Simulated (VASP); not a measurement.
# Mg (P6_3/mmc) in VASP: notebook

The runs below take Mg through relaxation of shape and atoms at fixed volume, with r2SCAN.

Program: VASP 6.6.1. These are calculated values, not measurements. Logs are shortened: lines on timing, memory, paths and dates and some standing lists are left out, and cuts for length are marked.

## 1. The cell of the first run

It takes space group P6_3/mmc (No. 194, hexagonal). Conventional cell: a = 3.185 Å, b = 3.185 Å, c = 5.231 Å, α = 90.00°, β = 90.00°, γ = 120.00°. Within 4.2 Å of Mg (site symmetry -6m2) lie 12 Mg at 3.18 to 3.20 Å.

## 2. Relaxation of shape and atoms at fixed volume, r2SCAN

Contents of POSCAR:

```
Mg
1.0
    3.1849771613      0.0000000000      0.0000000000
   -1.5924885806      2.7582711321      0.0000000000
    0.0000000000      0.0000000000      5.2308547578
Mg
2
Direct
    0.3333333333      0.6666666667      0.2500000000
    0.6666666667      0.3333333333      0.7500000000
```

Contents of INCAR.step1:

```
SYSTEM = Mg
PREC = Accurate
ENCUT = 600
ISMEAR = 0
SIGMA = 0.05
LREAL = .FALSE.
LASPH = .TRUE.
NELM = 100
GGA = PE
ALGO = Normal
EDIFF = 1E-4
LWAVE = .TRUE.
LCHARG = .FALSE.
```

Contents of INCAR.step2:

```
SYSTEM = Mg
PREC = Accurate
ENCUT = 600
EDIFF = 1E-6
ISMEAR = 0
SIGMA = 0.05
LREAL = .FALSE.
LASPH = .TRUE.
NELM = 100
ALGO = Normal
ISIF = 4
LWAVE = .FALSE.
LCHARG = .FALSE.
METAGGA = R2SCAN
LMIXTAU = .TRUE.
IBRION = 2
NSW = 60
EDIFFG = -0.02
ISTART = 1
```

Contents of KPOINTS:

```
Automatic mesh
0
G
  16 16 10
  0 0 0
```

Potentials or basis: VASP PAW PBE potentials, release 64 (Mg).

Command:

```console
cat potpaw_PBE.64/Mg/POTCAR > POTCAR
cp INCAR.step1 INCAR
mpirun -np 1 vasp_std > vasp.out
cp INCAR.step2 INCAR
mpirun -np 1 vasp_std > vasp.out
```

OUTCAR:

```text
SYSTEM = Mg
   PREC = Accurate
   ENCUT = 600
   EDIFF = 1E-6
   ISMEAR = 0
   LREAL = .FALSE.
   LASPH = .TRUE.
   NELM = 100
   ISIF = 4
   METAGGA = R2SCAN
   IBRION = 2
   NSW = 60
   EDIFFG = -0.02
   ISTART = 1

 ion  position               nearest neighbor table
   1  0.333  0.667  0.250-   2 3.20   2 3.20   2 3.20   2 3.20   2 3.20   2 3.20
   2  0.667  0.333  0.750-   1 3.20   1 3.20   1 3.20   1 3.20   1 3.20   1 3.20

  LATTYP: Found a hexagonal cell.
 ALAT       =     3.1849771613
 C/A-ratio  =     1.6423523601

  Lattice vectors:

 A1 = (   3.1849771613,   0.0000000000,   0.0000000000)
 A2 = (  -1.5924885806,   2.7582711321,   0.0000000000)
 A3 = (   0.0000000000,   0.0000000000,   5.2308547578)

Analysis of symmetry for initial positions (statically):
=====================================================================
 Subroutine PRICEL returns:
 Original cell was already a primitive cell.

 Routine SETGRP: Setting up the symmetry group for a
 hexagonal supercell.

 Subroutine GETGRP returns: Found 24 space group operations
 (whereof 12 operations were pure point group operations)
 out of a pool of 24 trial point group operations.

The static configuration has the point symmetry D_3d.
 The point group associated with its full space group is D_6h.

Analysis of symmetry for dynamics (positions and initial velocities):
=====================================================================
 Subroutine PRICEL returns:
 Original cell was already a primitive cell.

 Routine SETGRP: Setting up the symmetry group for a
 hexagonal supercell.

 Subroutine GETGRP returns: Found 24 space group operations
 (whereof 12 operations were pure point group operations)
 out of a pool of 24 trial point group operations.

The dynamic configuration has the point symmetry D_3d.
 The point group associated with its full space group is D_6h.

 Subroutine INISYM returns: Found 24 space group operations
 (whereof 12 operations are pure point group operations),
 and found     1 'primitive' translations

----------------------------------------------------------------------------------------

                                     Primitive cell

  volume of cell :      45.9532

  direct lattice vectors                    reciprocal lattice vectors
     3.184977161  0.000000000  0.000000000     0.313973994  0.181272970  0.000000000
    -1.592488581  2.758271132  0.000000000     0.000000000  0.362545940  0.000000000
     0.000000000  0.000000000  5.230854758     0.000000000  0.000000000  0.191173345

  length of vectors
     3.184977161  3.184977161  5.230854758     0.362545940  0.362545940  0.191173345

  position of ions in fractional coordinates (direct lattice)
     0.333333333  0.666666667  0.250000000
     0.666666667  0.333333333  0.750000000

  ion indices of the primitive-cell ions
   primitive index   ion index
                 1           1
                 2           2

----------------------------------------------------------------------------------------

 KPOINTS: Automatic mesh

Automatic generation of k-mesh.
 Grid dimensions read from file:
 generate k-points for:   16   16   10

 Generating k-lattice:

  Cartesian coordinates                     Fractional coordinates (reciprocal lattice)
     0.019623375  0.011329561  0.000000000     0.062500000  0.000000000  0.000000000
     0.000000000  0.022659121  0.000000000     0.000000000  0.062500000  0.000000000
     0.000000000  0.000000000  0.019117334     0.000000000  0.000000000  0.100000000

  Length of vectors
     0.022659121  0.022659121  0.019117334

  Shift w.r.t. Gamma in fractional coordinates (k-lattice)
     0.000000000  0.000000000  0.000000000

 Subroutine IBZKPT returns following result:
 ===========================================

 Found    180 irreducible k-points:

 Following reciprocal coordinates:
            Coordinates               Weight
  0.000000  0.000000  0.000000      1.000000
  0.062500 -0.000000  0.000000      6.000000
  0.125000 -0.000000  0.000000      6.000000
  0.187500 -0.000000  0.000000      6.000000
  0.250000 -0.000000  0.000000      6.000000
  0.312500 -0.000000  0.000000      6.000000
[... 16 lines left out ...]
  0.187500  0.187500  0.000000      6.000000
  0.250000  0.187500  0.000000     12.000000
 [... further k-points ...]
   k-points           NKPTS =    180   k-points in BZ     NKDIM =    180   number of bands    NBANDS=      6
   number of dos      NEDOS =    301   number of ions     NIONS =      2
   total plane-waves  NPLWV =  32928
   dimension x,y,z NGX =    28 NGY =   28 NGZ =   42
   dimension x,y,z NGXF=    56 NGYF=   56 NGZF=   84
   ions per type =               2
   NGX,Y,Z   is equivalent  to a cutoff of  14.62, 14.62, 13.35 a.u.
   NGXF,Y,Z  is equivalent  to a cutoff of  29.23, 29.23, 26.70 a.u.
 SYSTEM =  Mg
   PREC   = accura    normal or accurate (medium, high low for compatibility)
   ISTART =      1    job   : 0-new  1-cont  2-samecut
   ICHARG =      0    charge: 1-file 2-atom 10-const
   ISPIN  =      1    spin polarized calculation?
   LNONCOLLINEAR =      F non collinear calculations
   LSORBIT =      F    spin-orbit coupling
   LASPH  =      T    aspherical Exc in radial PAW
   ENCUT  =  600.0 eV  44.10 Ry    6.64 a.u.   6.36  6.36 10.45*2*pi/ulx,y,z
   NELM   =    100;   NELMIN=  2; NELMDL=  0     # of ELM steps
   EDIFF  = 0.1E-05   stopping-criterion for ELM
   LREAL  =      F    real-space projection
   EDIFFG = -.2E-01   stopping-criterion for IOM
   NSW    =     60    number of steps for IOM
   IBRION =      2    ionic relax: 0-MD 1-quasi-New 2-CG
   NFREE  =      1    steps in history (QN), initial steepest desc. (CG)
   ISIF   =      4    stress and relaxation
   ISYM   =      2    0-nonsym 1-usesym 2-fastsym
   POTIM  = 0.5000    time-step for ionic-motion
   TEBEG  =    0.0;   TEEND  =   0.0 temperature during run
   PSTRESS=    0.0 pullay stress
   NELECT =       4.0000    total number of electrons
   NUPDOWN=      -1.0000    fix difference up-down
   EMIN   =  10.00;   EMAX   =-10.00  energy-range for DOS
   EFERMI =   0.00;   METHOD = LEGACY
   ISMEAR =     0;   SIGMA  =   0.05  broadening in eV -4-tet -1-fermi 0-gaus
   EFERMI_NEDOS =   21; number of points for ismear=-14 and -15
   IALGO  =     38    algorithm
   IMIX   =      4    mixing-type and parameters
     AMIX     =   0.40;   BMIX     =  1.00
     AMIX_MAG =   1.60;   BMIX_MAG =  1.00
  volume/ion in A,a.u.               =      22.98       155.05
  Fermi-wavevector in a.u.,A,eV,Ry     =   0.725531  1.371055  7.162049  0.526396
  Thomas-Fermi vector in A             =   1.816277
   LORBIT       =      0    0 simple, 1 ext, 2 COOP (PROOUT), +10 PAW based schemes
   METAGGA = R2SCAN    functional components
   LHFCALC =     F    Hartree Fock is set to
   AEXX    =    0.0000 exact exchange contribution
   IVDW    =     0    specifies the selected vdW correction
   LEPSILON=     F    determine dielectric tensor
   LRPA    =     F    only Hartree local field effects (RPA)
 conjugate gradient relaxation of ions
 non-spin polarized calculation
 Gauss-broadening in eV      SIGMA  =   0.05
  energy-cutoff  :      600.00
  volume of cell :       45.95
 maximum number of plane-waves:      1558
 NGX is ok and might be reduce to    28
   NGX = 13   NGY = 13   NGZ = 21

--------------------------------------- Ionic step        1  -------------------------------------------

 number of electron       4.0000000 magnetization

 Free energy of the ion-electron system (eV)
  ---------------------------------------------------
  ext. energy  EPLUGINS =         0.00000000
  ---------------------------------------------------
  free energy    TOTEN  =        -8.28572800 eV

  energy without entropy =       -8.28449981  energy(sigma->0) =       -8.28511391

------------------------ aborting loop because EDIFF is reached ----------------------------------------

  FORCE on cell =-STRESS in cart. coord.  units (eV):
  Direction    XX          YY          ZZ          XY          YZ          ZX
  --------------------------------------------------------------------------------------
  -------------------------------------------------------------------------------------
  Total       -0.1699759     -0.1699759     -0.4459535     -0.0000000      0.0000000      0.0000000
  in kB       -5.9262761     -5.9262761    -15.5483454     -0.0000000      0.0000000      0.0000000
  external PRESSURE =      -9.1336326 kB  Pullay stress =       0.0000000 kB
[... 57 lines left out ...]
  energy  without entropy=       -8.2856276499  energy(sigma->0) =       -8.28612806

--------------------------------------- Ionic step        3  -------------------------------------------

 number of electron       4.0000000 magnetization

 Free energy of the ion-electron system (eV)
  ---------------------------------------------------
  ext. energy  EPLUGINS =         0.00000000
  ---------------------------------------------------
  free energy    TOTEN  =        -8.28690359 eV

  energy without entropy =       -8.28588625  energy(sigma->0) =       -8.28639492

 E-fermi :   2.6613     XC(G=0):  -9.0367

 val. band max:        2.6523951066   @ k =   0.4375   0.0625   0.5000
 cond. band min:       2.6715458465   @ k =   0.3125   0.2500   0.2000
 fundamental gap:      0.0191507399
 Fermi energy:         2.6612903476

 k-point     1 :       0.0000    0.0000    0.0000
  band No.  band energies     occupation
      1      -4.7434      2.00000
      2       0.7379      2.00000
      3       1.4491      2.00000
      4      14.3372      0.00000
      5      14.3372      0.00000
      6      14.4923      0.00000

 k-point     2 :       0.0625   -0.0000    0.0000
  band No.  band energies     occupation
      1      -4.6615      2.00000
      2       0.8136      2.00000
      3       1.5271      2.00000
      4      12.6006      0.00000
      5      13.3894      0.00000
      6      14.2135      0.00000
[... 190 lines left out ...]
 k-point    24 :       0.2500    0.1875    0.0000
  band No.  band energies     occupation
      1      -1.7585      2.00000
      2       3.5444      0.00000
      3       3.6938      0.00000
      4       4.8699      0.00000
      5       6.2139      0.00000
      6       9.6055      0.00000

 [... further k-points ...]

------------------------ aborting loop because EDIFF is reached ----------------------------------------

  FORCE on cell =-STRESS in cart. coord.  units (eV):
  Direction    XX          YY          ZZ          XY          YZ          ZX
  --------------------------------------------------------------------------------------
  -------------------------------------------------------------------------------------
  Total       -0.2458412     -0.2458412     -0.2960389     -0.0000000      0.0000000     -0.0000000
  in kB       -8.5713525     -8.5713525    -10.3215151     -0.0000000      0.0000000     -0.0000000
  external PRESSURE =      -9.1547400 kB  Pullay stress =       0.0000000 kB
[... 17 lines left out ...]
  FREE ENERGIE OF THE ION-ELECTRON SYSTEM (eV)
  ---------------------------------------------------
  free  energy   TOTEN  =        -8.2869035923 eV

  energy  without entropy=       -8.2858862503  energy(sigma->0) =       -8.28639492

 reached required accuracy - stopping structural energy minimisation
```

Wall time 7.7 min (1 thread of Oxide Virtual Turin-like, shared host); peak memory 0.2 GiB.

Results:

```
Free energy               : -8.2869 eV
Energy gained by relaxing : 0.6 meV/atom
Ionic steps               : 3
Pressure after relaxing   : -0.9 GPa
Band gap on the k mesh    : zero (bands 2 and 3 overlap by 2.22 eV)
```

Step by step:
| step | energy change (eV) | largest force (eV/Å) | pressure (GPa) | volume (Å³) |
| --- | --- | --- | --- | --- |
| 1 | 0.0000 | 0.0000 | -0.91 | 45.95 |
| 2 | -0.0009 | 0.0000 | -0.91 | 45.95 |
| 3 | -0.0012 | 0.0000 | -0.92 | 45.95 |

Final structure:
```
Mg
1.0
     3.19747    0.00000    0.00000
    -1.59873    2.76909    0.00000
     0.00000    0.00000    5.19006
Mg
2
Direct
  0.33333 0.66667 0.25000
  0.66667 0.33333 0.75000
```

Caveat: the PAW data sets were made with another functional, which shifts forces and pressure a little.

## 3. Relaxation of shape and atoms at fixed volume, r2SCAN (18.96 Å³/atom)

This run uses another cell than the first one, of 18.96 Å³/atom.

Contents of POSCAR:

```
Mg
1.0
    3.0060132235      0.0000000000      0.0000000000
   -1.5030066117      2.6032838156      0.0000000000
    0.0000000000      0.0000000000      4.8466026403
Mg
2
Direct
    0.3333333333      0.6666666667      0.2500000000
    0.6666666667      0.3333333333      0.7500000000
```

Contents of INCAR.step1:

```
PREC = Accurate ; ENCUT = 600
ISMEAR = 0 ; SIGMA = 0.05
LREAL = False ; LASPH = True
NELM = 60 ; GGA = PE
ALGO = Normal ; EDIFF = 1E-4
LWAVE = True ; LCHARG = False
```

Contents of INCAR.step2:

```
PREC = Accurate ; ENCUT = 600
EDIFF = 1E-6 ; ISMEAR = 0
SIGMA = 0.05 ; LREAL = False
LASPH = True ; NELM = 60
ALGO = Normal ; ISIF = 4
LWAVE = False ; LCHARG = False
METAGGA = R2SCAN ; LMIXTAU = True
IBRION = 2 ; NSW = 60
EDIFFG = -0.01 ; ISTART = 1
```

Contents of KPOINTS:

```
Automatic mesh
0
Gamma
  18 18 10
```

Potentials or basis: VASP PAW PBE potentials, release 64 (Mg).

Command:

```console
cat potpaw_PBE.64/Mg/POTCAR > POTCAR
cp INCAR.step1 INCAR
mpirun -np 1 vasp_std > vasp.out
cp INCAR.step2 INCAR
mpirun -np 1 vasp_std > vasp.out
```

It took 2.9 min on 1 thread of Oxide Virtual Turin-like, shared host; peak memory 0.18 GiB.

The run converged. Its results:

| Quantity | Value |
| --- | --- |
| Free energy | -8.1230 eV |
| Pressure after relaxing | 9.3 GPa |
| Band gap on the k mesh | zero (bands 2 and 3 overlap by 2.10 eV) |

Final structure:
```cif
data_structure
_symmetry_space_group_name_H-M 'P 1'
_symmetry_Int_Tables_number 1
_cell_length_a 3.0060
_cell_length_b 3.0060
_cell_length_c 4.8466
_cell_angle_alpha 90.000
_cell_angle_beta 90.000
_cell_angle_gamma 120.000
_cell_volume 37.93
loop_
_atom_site_label
_atom_site_type_symbol
_atom_site_fract_x
_atom_site_fract_y
_atom_site_fract_z
_atom_site_occupancy
Mg1 Mg 0.33333 0.66667 0.25000 1
Mg2 Mg 0.66667 0.33333 0.75000 1
```

Levels at points of the mesh, in eV from the Fermi level:
| k point | band 1 | band 2 | band 3 | band 4 | band 5 | band 6 |
| --- | --- | --- | --- | --- | --- | --- |
| (0.00, 0.00, 0.00) | -8.28 | -2.19 | -1.13 | 12.79 | 12.79 | 13.36 |
| (0.50, 0.00, 0.00) | -2.75 | -2.42 | 3.15 | 3.20 | 4.24 | 4.48 |
| (0.00, 0.00, 0.50) | -6.59 | -6.59 | 6.12 | 6.12 | 13.58 | 13.58 |
| (0.50, 0.00, 0.50) | -1.49 | -1.49 | -0.35 | -0.35 | 9.20 | 9.20 |

Caveat: the relaxation stopped at its first step, so nothing moved; the PAW data sets were made with another functional, which shifts forces and pressure a little.
